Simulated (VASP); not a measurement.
A run of VASP 6.6.1 is set up as follows.

Contents of POSCAR:

```
YCu6ClO8
1.0
    0.0000000000      4.6462890000      4.6462890000
    4.6462890000      0.0000000000      4.6462890000
    4.6462890000      4.6462890000      0.0000000000
Y Cu Cl O
1 6 1 8
Direct
    0.0000000000      0.0000000000      0.0000000000
    0.0000000000      0.0000000000      0.5000000000
    0.5000000000      0.0000000000      0.5000000000
    0.0000000000      0.5000000000      0.5000000000
    0.5000000000      0.5000000000      0.0000000000
    0.0000000000      0.5000000000      0.0000000000
    0.5000000000      0.0000000000      0.0000000000
    0.5000000000      0.5000000000      0.5000000000
    0.8555030000      0.8555030000      0.4334910000
    0.8555030000      0.4334910000      0.8555030000
    0.4334910000      0.8555030000      0.8555030000
    0.8555030000      0.8555030000      0.8555030000
    0.1444970000      0.1444970000      0.5665090000
    0.1444970000      0.5665090000      0.1444970000
    0.5665090000      0.1444970000      0.1444970000
    0.1444970000      0.1444970000      0.1444970000
```

INCAR.step1

```
SYSTEM = YCu6ClO8
PREC     = Accurate       ! precision mode
ENCUT    = 520            ! plane-wave cutoff, eV
ISMEAR   = -1             ! smearing method
SIGMA    = 0.05           ! smearing width, eV
LREAL    = Auto         
LASPH    = .True.         ! aspherical terms in the spheres
NELM     = 100            ! most SCF steps
NBANDS   = 80             ! bands
GGA      = PE             ! functional
ALGO     = Normal         ! electronic algorithm
EDIFF    = 1E-4           ! SCF threshold, eV
LWAVE    = .True.         ! write WAVECAR
LCHARG   = .False.        ! write CHGCAR
```

INCAR.step2

```
SYSTEM = YCu6ClO8
PREC     = Accurate       ! precision mode
ENCUT    = 520            ! plane-wave cutoff, eV
EDIFF    = 1E-8           ! SCF threshold, eV
ISMEAR   = -1             ! smearing method
SIGMA    = 0.05           ! smearing width, eV
LREAL    = Auto         
LASPH    = .True.         ! aspherical terms in the spheres
NELM     = 100            ! most SCF steps
ALGO     = Normal         ! electronic algorithm
ISIF     = 2              ! what is computed and relaxed
LWAVE    = .False.        ! write WAVECAR
LCHARG   = .False.        ! write CHGCAR
METAGGA  = R2SCAN         ! meta-GGA
LMIXTAU  = .True.       
LEFG     = .True.       
NBANDS   = 80             ! bands
ISTART   = 1
```

KPOINTS

```
regular mesh
0
Gamma
  6 6 6
  0 0 0
```

Potentials or basis: VASP PAW PBE potentials, release 64 (Y_sv, Cu, Cl, O).

Command:

```console
$ cat potpaw_PBE.64/Y_sv/POTCAR potpaw_PBE.64/Cu/POTCAR potpaw_PBE.64/Cl/POTCAR potpaw_PBE.64/O/POTCAR > POTCAR
$ cp INCAR.step1 INCAR
$ mpirun -np 1 vasp_std > vasp.out
$ cp INCAR.step2 INCAR
$ mpirun -np 1 vasp_std > vasp.out
```

**Question.** What does it give for the largest force?

**Answer.** 0.040 eV/Å.

**Question.** What does it give for the band gap on the k mesh?

**Answer.** Zero (band 66 reaches 3.40 eV, above the bottom of band 67 at 2.86 eV).

**Question.** Predict the pressure.

**Answer.** -4.9 GPa.

Forces in eV/Å, atoms in the order of the input:
```
Y    0.000  0.000  0.000
Cu   0.000  0.000  0.000
Cu   0.000  0.000  0.000
Cu   0.000  0.000  0.000
Cu   0.000  0.000  0.000
Cu   0.000  0.000  0.000
Cu   0.000  0.000  0.000
Cl   0.000  0.000  0.000
O    0.023  0.023 -0.023
O    0.023 -0.023  0.023
O   -0.023  0.023  0.023
O   -0.023 -0.023 -0.023
O   -0.023 -0.023  0.023
O   -0.023  0.023 -0.023
O    0.023 -0.023 -0.023
O    0.023  0.023  0.023
```

Caveat: without QUAD_EFG the Cq values of the log hold for a quadrupole moment of 1 mb, not for the nuclei; the PAW data sets were made with another functional, which shifts forces and pressure a little; semilocal functionals often make such compounds metallic where correlation or magnetic order opens a gap, which also shifts bond lengths. With open d or f shells a metallic result of r2SCAN can be an artefact of self-interaction; +U or a hybrid may open a gap.
